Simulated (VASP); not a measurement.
Wanted: the native input for a VASP 6.6.1 run.

| Quantity | Value |
| --- | --- |
| Task | single point |
| Functional | PBE |
| Potentials or basis | VASP PAW PBE potentials, release 64 (Zn, O) |
| Cutoff | 520 eV |
| k mesh | 2 × 2 × 2, shifted |
| Occupations | gaussian, width 0.01 eV |
| Spin | no spin polarisation |
| Dipole correction | no |
| Further INCAR settings | LREAL = Auto; ALGO = Normal; EDIFF = 1e-06; NBANDS = 242 |

The structure of Zn24O23 (a cell with a defect) lies in POSCAR:

```
Zn24O23
1.0
   -3.2793907958      5.6800714764      5.2932332175
   -3.2793907959     -5.6800714763      5.2932332175
    6.5587815918     -0.0000000001      5.2932332175
Zn O
24 23
Direct
    0.3455953574      0.6789286907      0.5122620240
    0.6670479199      0.5011841247      0.3348585473
   -0.0015072173      0.8326725664      0.6657644338
    0.1678507913      0.5015252140      0.8337145865
    0.4993392331      0.8324311005      0.1651594494
    0.1681918807      0.0003812532      0.3345174580
    0.4990977672      0.3318261161      0.6660058997
    0.8313337898      0.6671739975     -0.0002998011
    0.8330335323      0.1646671231      0.5005073308
    0.3338406642      0.1663668656     -0.0019995435
    0.6679052353      0.0012385686      0.8345719020
    0.0001346020      0.3334679353      0.1668012686
    0.3344225178      0.5029653216      0.1673269204
    0.6655449974      0.3365056329     -0.0016332308
    0.0006602538      0.6677558511      0.3362986549
    0.1696319882      0.3339935871      0.5010891845
    0.4962595661      0.6788853990      0.8132114104
    0.1664950595      0.8335356409     -0.0005396570
    0.5002023076      0.1661270096      0.3331617262
    0.8327936763      0.4998283928      0.6668689742
    0.8317001025     -0.0011216693      0.1698389662
    0.3455520657     -0.0201219229      0.6629262328
    0.6465447438      0.8295928995      0.5122187324
    0.0031722995      0.1650334358      0.8322116641
    0.7898789685      0.6312756670      0.4622862592
    0.1311405352      0.9577868496      0.7892303136
    0.2979423337      0.6289529258      0.9565456352
    0.6244535163      0.9558969803      0.2978072019
    0.2956195925      0.1232123019      0.4646090003
    0.6225636469      0.4644738686      0.7911201829
    0.9595132032      0.7925941163      0.1269462355
    0.9602795688      0.2928465365      0.6259274496
    0.4592607830      0.2936129022      0.1261798699
    0.7939816993      0.1273150326      0.9606483659
    0.1266832250      0.4600165583      0.2933498917
    0.4586873609      0.6287646269      0.2986380937
    0.7923835187      0.4603017045      0.1271227608
    0.1319714270      0.7920206942      0.4620979603
    0.2954312936      0.4653047603      0.6253540275
    0.6232240756      0.7921385269      0.9557902610
    0.2926547380      0.9604046901      0.1263075735
    0.6270713568      0.2929742402      0.4593214046
    0.9596409069      0.6259880713      0.7937380234
    0.9604560941      0.1257168520      0.2936350378
    0.4588051936      0.1224569277      0.7898907423
    0.7891235943      0.9565574090      0.6254718602
    0.1269683712      0.2937894274      0.9590501854
```

This cell differs from its parent crystal: atoms taken out, then relaxed in part.

These files were run (other wordings do the same):

INCAR

```
SYSTEM = Zn24O23
  PREC = Accurate
  ENCUT = 520
  EDIFF = 1E-6
  ISMEAR = 0
  SIGMA = 0.01
  LREAL = Auto
  LASPH = .True.
  NELM = 60
  ALGO = Normal
  ISIF = 2
  LWAVE = .False.
  LCHARG = .True.
  GGA = PE
  LELF = .True.
  LVHAR = .True.
  NBANDS = 242
```

KPOINTS

```
Automatic mesh
0
Gamma
  2 2 2
  0.5 0.5 0.5
```

Potentials or basis: VASP PAW PBE potentials, release 64 (Zn, O).

Launch:

```console
$ cat potpaw_PBE.64/Zn/POTCAR potpaw_PBE.64/O/POTCAR > POTCAR
$ mpirun -np 1 vasp_std > vasp.out
```

It gave:

```yaml
Pressure: -1.0 GPa
Largest_force: 0.056 eV/Å
Band_gap_on_the_k_mesh: 1.89 eV
```

Caveat: the cell differs from its parent crystal (atoms taken out, then relaxed in part).

Wall time 21 min on 1 thread of Oxide Virtual Turin-like Processor, on a shared host, peak memory 0.62 GiB.
